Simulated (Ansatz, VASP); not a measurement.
One calculation of Cu, two programs

```
CELL_PARAMETERS angstrom
0.00000 1.78850 1.78850
1.78850 0.00000 1.78850
1.78850 1.78850 0.00000
ATOMIC_POSITIONS crystal
Cu 0.00000 0.00000 0.00000
```

Alike in both runs: functional r2SCAN; k mesh 26 × 26 × 26; occupations fermi-dirac, width 0.1 eV; no spin polarisation.

Ansatz relaxed the structure, and its values are those at the end. VASP's run is a single point on that final structure, the one shown.

|  | VASP | Ansatz |
| --- | --- | --- |
| version | VASP 6.6.1 | Ansatz 0.2.0 |
| potentials or method | VASP PAW PBE potentials, release 64 (Cu) | PAW with Ansatz's default frozen-core files, scalar-relativistic |
| plane-wave cutoff (eV) | 520 | 500 |
| valence electrons in the cell | 11 | 19 |

```tsv
	VASP	Ansatz	Ansatz less VASP
pressure (GPa)	0.5	0.0	-0.49
```

VASP's potentials were made for PBE, not for r2SCAN. VASP's potentials hold 11 valence electrons a cell and Ansatz's 19, so a difference there can come from the potentials and not from the codes.
